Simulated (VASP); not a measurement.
BaTiO3:

```xyz
5
Lattice="3.9998 0.0000 0.0000 0.0000 3.9998 0.0000 0.0000 0.0000 4.0180" Properties=species:S:1:pos:R:3 pbc="T T T"
Ba    0.0000    0.0000    0.0000
Ti    1.9999    1.9999    1.9688
O     0.0000    1.9999    2.0773
O     1.9999    0.0000    2.0773
O     1.9999    1.9999    0.0763
```

Base run:

```yaml
Program: VASP 6.6.1
Functional: PBE
Potentials_or_basis: VASP PAW PBE potentials, release 64 (Ba_sv, Ti_sv, O)
Cutoff: 520 eV
k_mesh: 4 × 4 × 4
Occupations: fermi-dirac, width 0.05 eV
Spin: no spin polarisation
```

Its results: band gap on the k mesh 1.76 eV, indirect (least direct gap 2.05 eV); pressure 4.2 GPa; largest force 0.305 eV/Å.

Problem. After a change of settings the same cell gave: band gap on the k mesh 2.01 eV, direct; pressure 4.4 GPa; largest force 0.497 eV/Å. Which change was it?
A. potentials or basis from VASP PAW PBE potentials, release 64 (Ba_sv, Ti_sv, O) to VASP PAW PBE potentials, release 64 (Ba_sv, Ti_sv, O_h); cutoff from 520 eV to 910 eV; k mesh from 4 × 4 × 4 to 2 × 2 × 2
B. functional from PBE to r2SCAN; k mesh from 4 × 4 × 4 to 7 × 7 × 7
C. k mesh from 4 × 4 × 4 to 3 × 3 × 3
D. k mesh from 4 × 4 × 4 to 7 × 7 × 7; dispersion from none to D3(BJ)

Solution. C.

Caveats: some runs use coarse meshes; spin-orbit coupling is left out, which moves the levels of the heavy elements.
